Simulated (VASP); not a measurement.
# Pt (Fd-3m) in VASP: single point with LDA

Aim: the single point of Pt with LDA.

Program: VASP 6.6.1. These are calculated values, not measurements. Logs are shortened: lines on timing, memory, paths and dates and some standing lists are left out, and cuts for length are marked.

## Step 1: The cell of the first run

Symmetry: Fd-3m, No. 227, cubic system. Conventional cell: a = 4.628 Å, b = 4.628 Å, c = 4.628 Å, α = 90.00°, β = 90.00°, γ = 90.00°. Pt (site symmetry -43m) has 4 Pt at 2.00 Å within 2.7 Å.

This isn't the form of Pt at room conditions, which is fcc.

## Step 2: Single point, LDA

Contents of INCAR:

```
PREC = Accurate
ENCUT = 570
EDIFF = 1E-6
ISMEAR = -1
SIGMA = 0.1
LREAL = False
LASPH = True
NELM = 120
ALGO = Normal
ISIF = 2
LWAVE = False
LCHARG = False
GGA = CA
NBANDS = 25
GGA_COMPAT = False
```

Contents of KPOINTS:

```
regular mesh
0
Gamma
  12 12 12
```

Contents of POSCAR:

```
Pt
1.0
    0.0000000000      2.3140976832      2.3140976832
    2.3140976832      0.0000000000      2.3140976832
    2.3140976832      2.3140976832      0.0000000000
Pt
2
Direct
   -0.1250000000     -0.1250000000     -0.1250000000
    0.1250000000      0.1250000000      0.1250000000
```

Potentials or basis: VASP PAW LDA potentials, release 64 (Pt_sv_GW).

Command:

```
cat potpaw_LDA.64/Pt_sv_GW/POTCAR > POTCAR
mpirun -np 1 vasp_std > vasp.out
```

OUTCAR:

```text
PREC = Accurate
   ENCUT = 570
   EDIFF = 1E-6
   ISMEAR = -1
   LREAL = False
   LASPH = True
   NELM = 120
   ISIF = 2
   GGA = CA

 ion  position               nearest neighbor table
   1  0.875  0.875  0.875-   2 2.00   2 2.00   2 2.00   2 2.00
   2  0.125  0.125  0.125-   1 2.00   1 2.00   1 2.00   1 2.00

  LATTYP: Found a face centered cubic cell.
 ALAT       =     4.6281953664

  Lattice vectors:

 A1 = (   0.0000000000,   2.3140976832,   2.3140976832)
 A2 = (   2.3140976832,   0.0000000000,   2.3140976832)
 A3 = (   2.3140976832,   2.3140976832,   0.0000000000)

Analysis of symmetry for initial positions (statically):
=====================================================================
 Subroutine PRICEL returns:
 Original cell was already a primitive cell.

 Routine SETGRP: Setting up the symmetry group for a
 face centered cubic supercell.

 Subroutine GETGRP returns: Found 48 space group operations
 (whereof 12 operations were pure point group operations)
 out of a pool of 48 trial point group operations.

The static configuration has the point symmetry D_3d.
 The point group associated with its full space group is O_h .

Analysis of symmetry for dynamics (positions and initial velocities):
=====================================================================
 Subroutine PRICEL returns:
 Original cell was already a primitive cell.

 Routine SETGRP: Setting up the symmetry group for a
 face centered cubic supercell.

 Subroutine GETGRP returns: Found 48 space group operations
 (whereof 12 operations were pure point group operations)
 out of a pool of 48 trial point group operations.

The dynamic configuration has the point symmetry D_3d.
 The point group associated with its full space group is O_h .

 Subroutine INISYM returns: Found 48 space group operations
 (whereof 12 operations are pure point group operations),
 and found     1 'primitive' translations

----------------------------------------------------------------------------------------

                                     Primitive cell

  volume of cell :      24.7842

  direct lattice vectors                    reciprocal lattice vectors
     0.000000000  2.314097683  2.314097683    -0.216066938  0.216066938  0.216066938
     2.314097683  0.000000000  2.314097683     0.216066938 -0.216066938  0.216066938
     2.314097683  2.314097683  0.000000000     0.216066938  0.216066938 -0.216066938

  length of vectors
     3.272628328  3.272628328  3.272628328     0.374238914  0.374238914  0.374238914

  position of ions in fractional coordinates (direct lattice)
     0.875000000  0.875000000  0.875000000
     0.125000000  0.125000000  0.125000000

  ion indices of the primitive-cell ions
   primitive index   ion index
                 1           1
                 2           2

----------------------------------------------------------------------------------------

 KPOINTS: regular mesh

Automatic generation of k-mesh.
 Grid dimensions read from file:
 generate k-points for:   12   12   12

 Generating k-lattice:

  Cartesian coordinates                     Fractional coordinates (reciprocal lattice)
    -0.018005578  0.018005578  0.018005578     0.083333333  0.000000000  0.000000000
     0.018005578 -0.018005578  0.018005578     0.000000000  0.083333333  0.000000000
     0.018005578  0.018005578 -0.018005578     0.000000000  0.000000000  0.083333333

  Length of vectors
     0.031186576  0.031186576  0.031186576

  Shift w.r.t. Gamma in fractional coordinates (k-lattice)
     0.000000000  0.000000000  0.000000000

 Subroutine IBZKPT returns following result:
 ===========================================

 Found     72 irreducible k-points:

 Following reciprocal coordinates:
            Coordinates               Weight
  0.000000  0.000000  0.000000      1.000000
  0.083333  0.000000  0.000000      8.000000
  0.166667  0.000000  0.000000      8.000000
  0.250000  0.000000  0.000000      8.000000
  0.333333  0.000000  0.000000      8.000000
  0.416667  0.000000  0.000000      8.000000
[... 16 lines left out ...]
  0.500000  0.166667  0.000000     24.000000
 -0.416667  0.166667  0.000000     24.000000
 [... further k-points ...]
   k-points           NKPTS =     72   k-points in BZ     NKDIM =     72   number of bands    NBANDS=     25
   number of dos      NEDOS =    301   number of ions     NIONS =      2
   total plane-waves  NPLWV =  21952
   dimension x,y,z NGX =    28 NGY =   28 NGZ =   28
   dimension x,y,z NGXF=    56 NGYF=   56 NGZF=   56
   ions per type =               2
   NGX,Y,Z   is equivalent  to a cutoff of  14.22, 14.22, 14.22 a.u.
   NGXF,Y,Z  is equivalent  to a cutoff of  28.45, 28.45, 28.45 a.u.
 SYSTEM =  unknown system
   PREC   = accura    normal or accurate (medium, high low for compatibility)
   ISTART =      0    job   : 0-new  1-cont  2-samecut
   ICHARG =      2    charge: 1-file 2-atom 10-const
   ISPIN  =      1    spin polarized calculation?
   LNONCOLLINEAR =      F non collinear calculations
   LSORBIT =      F    spin-orbit coupling
   LASPH  =      T    aspherical Exc in radial PAW
   ENCUT  =  570.0 eV  41.89 Ry    6.47 a.u.   6.37  6.37  6.37*2*pi/ulx,y,z
   NELM   =    120;   NELMIN=  2; NELMDL= -5     # of ELM steps
   EDIFF  = 0.1E-05   stopping-criterion for ELM
   LREAL  =      F    real-space projection
   EDIFFG = 0.1E-04   stopping-criterion for IOM
   NSW    =      0    number of steps for IOM
   IBRION =     -1    ionic relax: 0-MD 1-quasi-New 2-CG
   NFREE  =      0    steps in history (QN), initial steepest desc. (CG)
   ISIF   =      2    stress and relaxation
   ISYM   =      2    0-nonsym 1-usesym 2-fastsym
   POTIM  = 0.5000    time-step for ionic-motion
   TEBEG  =    0.0;   TEEND  =   0.0 temperature during run
   PSTRESS=    0.0 pullay stress
   NELECT =      36.0000    total number of electrons
   NUPDOWN=      -1.0000    fix difference up-down
   EMIN   =  10.00;   EMAX   =-10.00  energy-range for DOS
   EFERMI =   0.00;   METHOD = LEGACY
   ISMEAR =    -1;   SIGMA  =   0.10  broadening in eV -4-tet -1-fermi 0-gaus
   EFERMI_NEDOS =   21; number of points for ismear=-14 and -15
   IALGO  =     38    algorithm
   IMIX   =      4    mixing-type and parameters
     AMIX     =   0.40;   BMIX     =  1.00
     AMIX_MAG =   1.60;   BMIX_MAG =  1.00
  volume/ion in A,a.u.               =      12.39        83.63
  Fermi-wavevector in a.u.,A,eV,Ry     =   1.854032  3.503613 46.769156  3.437436
  Thomas-Fermi vector in A             =   2.903438
   LORBIT       =      0    0 simple, 1 ext, 2 COOP (PROOUT), +10 PAW based schemes
   GGA     = CA    functional components
   LHFCALC =     F    Hartree Fock is set to
   AEXX    =    0.0000 exact exchange contribution
   IVDW    =     0    specifies the selected vdW correction
   LEPSILON=     F    determine dielectric tensor
   LRPA    =     F    only Hartree local field effects (RPA)
 non-spin polarized calculation
  energy-cutoff  :      570.00
  volume of cell :       24.78
 maximum number of plane-waves:       779
 NGX is ok and might be reduce to    28
   NGX = 13   NGY = 13   NGZ = 13

 number of electron      35.9999999 magnetization

 Free energy of the ion-electron system (eV)
  ---------------------------------------------------
  ext. energy  EPLUGINS =         0.00000000
  ---------------------------------------------------
  free energy    TOTEN  =         1.98146808 eV

  energy without entropy =        2.02565661  energy(sigma->0) =        2.00356234

 E-fermi :  16.0774     XC(G=0): -15.2460

 val. band max:       16.0649720846   @ k =   0.4167   0.0833   0.0000
 cond. band min:      16.0989121836   @ k =  -0.0833   0.0833   0.0000
 fundamental gap:      0.0339400990
 Fermi energy:        16.0773924879

 k-point     1 :       0.0000    0.0000    0.0000
  band No.  band energies     occupation
      1     -86.1380      2.00000
      2     -84.8298      2.00000
      3     -41.5967      2.00000
      4     -41.5967      2.00000
      5     -41.5967      2.00000
      6     -39.0316      2.00000
[... 17 lines left out ...]
     24      29.0103      0.00000
     25      35.8590      0.00000

 k-point     2 :       0.0833    0.0000    0.0000
  band No.  band energies     occupation
      1     -86.1215      2.00000
      2     -84.8471      2.00000
      3     -41.6183      2.00000
      4     -41.6183      2.00000
      5     -41.5945      2.00000
      6     -39.0324      2.00000
[... 17 lines left out ...]
     24      29.8498      0.00000
     25      33.1569      0.00000

 k-point     3 :       0.1667    0.0000    0.0000
  band No.  band energies     occupation
      1     -86.0750      2.00000
      2     -84.8975      2.00000
      3     -41.6761      2.00000
      4     -41.6761      2.00000
      5     -41.5896      2.00000
      6     -39.0349      2.00000
[... 17 lines left out ...]
     24      31.2173      0.00000
     25      32.7070      0.00000

 k-point     4 :       0.2500    0.0000    0.0000
  band No.  band energies     occupation
      1     -86.0040      2.00000
      2     -84.9710      2.00000
      3     -41.7500      2.00000
      4     -41.7500      2.00000
      5     -41.5818      2.00000
      6     -39.0352      2.00000
[... 17 lines left out ...]
     24      31.7620      0.00000
     25      31.7621      0.00000
[... 477 lines left out ...]
 k-point    22 :       0.4167    0.1667    0.0000
  band No.  band energies     occupation
      1     -85.8379      2.00000
      2     -85.1427      2.00000
      3     -42.0226      2.00000
      4     -41.9527      2.00000
      5     -41.2277      2.00000
      6     -39.3951      2.00000
[... 17 lines left out ...]
     24      30.9506      0.00000
     25      33.1233      0.00000

 k-point    23 :       0.5000    0.1667    0.0000
  band No.  band energies     occupation
      1     -85.7736      2.00000
      2     -85.2084      2.00000
      3     -42.0855      2.00000
      4     -41.9640      2.00000
      5     -41.2017      2.00000
      6     -39.4109      2.00000
[... 17 lines left out ...]
     24      32.1903      0.00000
     25      33.8193      0.00000

 k-point    24 :      -0.4167    0.1667    0.0000
  band No.  band energies     occupation
      1     -85.7641      2.00000
      2     -85.2178      2.00000
      3     -42.1094      2.00000
      4     -41.9404      2.00000
      5     -41.2143      2.00000
      6     -39.3922      2.00000
[... 17 lines left out ...]
     24      32.4215      0.00000
     25      33.4551      0.00000

 [... further k-points ...]

------------------------ aborting loop because EDIFF is reached ----------------------------------------

  FORCE on cell =-STRESS in cart. coord.  units (eV):
  Direction    XX          YY          ZZ          XY          YZ          ZX
  --------------------------------------------------------------------------------------
  -------------------------------------------------------------------------------------
  Total       60.5442688     60.5442688     60.5442688     -0.0000000     -0.0000000     -0.0000000
  in kB     3913.8895257   3913.8895257   3913.8895257     -0.0000000     -0.0000000     -0.0000000
  external PRESSURE =    3913.8895257 kB  Pullay stress =       0.0000000 kB

 VOLUME and BASIS-vectors are now :
 -----------------------------------------------------------------------------
  energy-cutoff  :      570.00
  volume of cell :       24.78
      direct lattice vectors                 reciprocal lattice vectors
     0.000000000  2.314097683  2.314097683    -0.216066938  0.216066938  0.216066938
     2.314097683  0.000000000  2.314097683     0.216066938 -0.216066938  0.216066938
     2.314097683  2.314097683  0.000000000     0.216066938  0.216066938 -0.216066938

 POSITION                                       TOTAL-FORCE (eV/Angst)
 -----------------------------------------------------------------------------------
      4.04967      4.04967      4.04967         0.000000      0.000000     -0.000000
      0.57852      0.57852      0.57852        -0.000000     -0.000000      0.000000
 -----------------------------------------------------------------------------------
    total drift:                                0.000000     -0.000000     -0.000000

  FREE ENERGIE OF THE ION-ELECTRON SYSTEM (eV)
  ---------------------------------------------------
  free  energy   TOTEN  =         1.9814680751 eV

  energy  without entropy=        2.0256566097  energy(sigma->0) =        2.00356234
```

Wall time 45 s (1 thread of Intel Xeon Platinum 8488C (Sapphire Rapids), shared host); peak memory 0.17 GiB.

Results:

```
Free energy            : 1.9815 eV
Pressure               : 391.4 GPa
Band gap on the k mesh : zero (bands 18 and 19 overlap by 1.42 eV)
```

Levels at points of the mesh, in eV from the Fermi level:
```tsv
k point	band 15	band 16	band 17	band 18	band 19	band 20	band 21	band 22
(0.00, 0.00, 0.00)	-4.59	-4.59	-4.59	0.41	0.41	11.28	12.34	12.34
(0.50, 0.00, 0.00)	-4.56	-3.14	-3.14	-0.85	-0.85	1.05	9.12	12.69
(0.50, 0.50, 0.00)	-6.29	-6.29	-0.34	-0.34	1.73	1.73	3.69	3.69
```

Caveat: the cell stands under pressure; spin-orbit coupling is left out, which moves the levels of the heavy elements.

The gap in the log of VASP goes by the Fermi energy; the results here count the filled bands.